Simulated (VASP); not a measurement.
Here is a VASP 6.6.1 calculation.

File INCAR:

```
SYSTEM = Sn
PREC = Accurate
ENCUT = 600
EDIFF = 1E-6
ISMEAR = 0
SIGMA = 0.1
LREAL = .FALSE.
LASPH = .TRUE.
NELM = 100
ALGO = Normal
ISIF = 3
LWAVE = .FALSE.
LCHARG = .FALSE.
GGA = PE
IVDW = 12
IBRION = 2
NSW = 70
EDIFFG = -0.005
```

The input KPOINTS:

```
Automatic mesh
0
G
  16 16 16
  0 0 0
```

POSCAR

```
Sn
1.0
   -2.9729538814      2.9729538814      1.6068815736
    2.9729538814     -2.9729538814      1.6068815736
    2.9729538814      2.9729538814     -1.6068815736
Sn
2
Direct
    0.0000000000      0.0000000000      0.0000000000
    0.7500000000      0.2500000000      0.5000000000
```

Potentials or basis: VASP PAW PBE potentials, release 64 (Sn_d).

Launch:

```bash
$ cat potpaw_PBE.64/Sn_d/POTCAR > POTCAR
$ mpirun -np 1 vasp_std > vasp.out
```

Task: What does it give for the relaxed cell?

Result: a = 4.438 Å, b = 4.438 Å, c = 4.438 Å, α = 97.30°, β = 97.30°, γ = 138.23°.

Task: Estimate the relaxed volume.

Result: 27.19 Å³/atom.

Task: Predict the space group after relaxing (to 0.05 Å).

Result: I4_1/amd (No. 141).

Task: What does it give for the band gap on the k mesh?

Result: Zero (band 14 reaches 9.55 eV, above the bottom of band 15 at 5.30 eV).

The path:
| step | energy change (eV) | largest force (eV/Å) | pressure (GPa) | volume (Å³) |
| --- | --- | --- | --- | --- |
| 1 | 0.0000 | 0.0000 | -2.12 | 56.81 |
| 2 | -0.0153 | 0.0000 | 0.67 | 53.78 |
| 3 | -0.0165 | 0.0000 | -0.02 | 54.41 |
| 4 | -0.0165 | 0.0000 | 0.06 | 54.36 |
| 5 | -0.0165 | 0.0000 | -0.06 | 54.44 |
| 6 | -0.0165 | 0.0000 | -0.02 | 54.41 |
| 7 | -0.0165 | 0.0000 | -0.02 | 54.40 |
| 8 | -0.0165 | 0.0000 | 0.02 | 54.37 |
| 9 | -0.0165 | 0.0000 | 0.01 | 54.39 |

Caveat: spin-orbit coupling is left out, which moves the levels of the heavy elements; pairwise dispersion overbinds metals, which lowers pressure and volume.
